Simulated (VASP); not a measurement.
# Cr: single point with r2SCAN+D3(BJ)+U

Crystal: Cr.

```
Cr
1.0
    -1.48445    1.48445    1.48445
     1.48445   -1.48445    1.48445
     1.48445    1.48445   -1.48445
Cr
1
Cartesian
  0.0000 0.0000 0.0000
```

```json
{"Program": "VASP 6.6.1", "Task": "single point", "Functional": "r2SCAN", "Dispersion": "D3(BJ)", "Potentials or basis": "VASP PAW PBE potentials, release 64 (Cr_pv)", "Cutoff": "520 eV", "k mesh": "12 × 12 × 12", "Occupations": "tetrahedron", "Spin": "collinear spin, ferromagnetic start", "Starting moments": "[3.0] μB", "Hubbard terms": "Cr d U = 4.5 eV"}
```

| Quantity | Value |
| --- | --- |
| Pressure | 63.0 GPa |
| Net moment | 4.22 μB per cell |
| Site moments | Cr +3.93 μB |
| Valence electrons inside the program's atomic spheres | Cr 11.12 |
| Dispersion energy per atom | -0.205 eV |

Levels at points of the mesh, in eV from the Fermi level:
Spin up:
```csv
k point,band 5,band 6,band 7,band 8,band 9,band 10,band 11,band 12
"(0.00, 0.00, 0.00)",-2.89,-2.89,-2.89,-1.59,-1.59,2.42,20.61,20.61
"(0.50, 0.00, 0.00)",-4.30,-1.41,-1.33,-0.42,0.59,2.41,7.25,15.41
"(0.50, 0.50, 0.50)",-6.41,0.24,0.24,0.24,2.41,8.54,8.54,8.54
```
Spin down:
```
           k point  band 2  band 3  band 4  band 5  band 6  band 7
(0.00, 0.00, 0.00)  -39.92  -39.92   -7.55    5.16    5.16    5.16
(0.50, 0.00, 0.00)  -40.15  -39.93   -0.97    1.08    3.17    7.10
(0.50, 0.50, 0.50)  -40.42  -40.42   -0.23   -0.23    8.57    8.58
```

Eigenvalues of the final occupation matrices:
```tsv
site	spin	trace	eigenvalues
site 1 d	1	4.12	0.78 0.78 0.78 0.89 0.89
site 1 d	2	0.20	0.03 0.03 0.03 0.06 0.06
```

Wall time 3.9 min on 1 thread of Intel(R) Xeon(R) Platinum 8259CL CPU @ 2.50GHz (Skylake/Cascade Lake), with other jobs on the host, peak memory 0.17 GiB.

Caveat: three body term missing; the cell stands under pressure; the PAW data sets were made with another functional, which shifts forces and pressure a little; the U is typed as a test and isn't derived for this compound; tetrahedron occupations give inexact forces and stress in metals. The state reached can hang on the start; a lower one may exist.
